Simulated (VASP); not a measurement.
A run of VASP 6.6.1:

INCAR

```
SYSTEM = MnAs
  ALGO = Normal
  EDIFF = 1E-6
  ENCUT = 520
  GGA = PE
  ISIF = 2
  ISMEAR = -1
  ISPIN = 2
  LASPH = .True.
  LCHARG = .False.
  LMAXMIX = 4
  LORBIT = 11
  LREAL = .False.
  LWAVE = .False.
  MAGMOM = 0 0 4 4
  NBANDS = 30
  NELM = 150
  PREC = Accurate
  SIGMA = 0.05
```

The input KPOINTS:

```
k-points
0
Gamma
  8 8 5
  0 0 0
```

Contents of POSCAR:

```
MnAs
1.0
    3.7345702525      0.0000000000      0.0000000000
   -1.8672851262      3.2342327108      0.0000000000
    0.0000000000      0.0000000000      5.7286898401
As Mn
2 2
Direct
    0.6666666667      0.3333333333      0.7500000000
    0.3333333333      0.6666666667      0.2500000000
    0.0000000000      0.0000000000      0.5000000000
    0.0000000000      0.0000000000      0.0000000000
```

Potentials or basis: VASP PAW PBE potentials, release 64 (As, Mn_pv).

Launch:

```sh
$ cat potpaw_PBE.64/As/POTCAR potpaw_PBE.64/Mn_pv/POTCAR > POTCAR
$ mpirun -np 1 vasp_std > vasp.out
```

Hardware: 1 thread of Oxide Virtual Turin-like Processor, with other jobs on the host.

Question: Estimate the wall time of this run.

Answer: It took 3 min on 1 thread of Oxide Virtual Turin-like Processor, on a shared host, peak memory 0.23 GiB. Counts: scf iterations 15, k points 30.
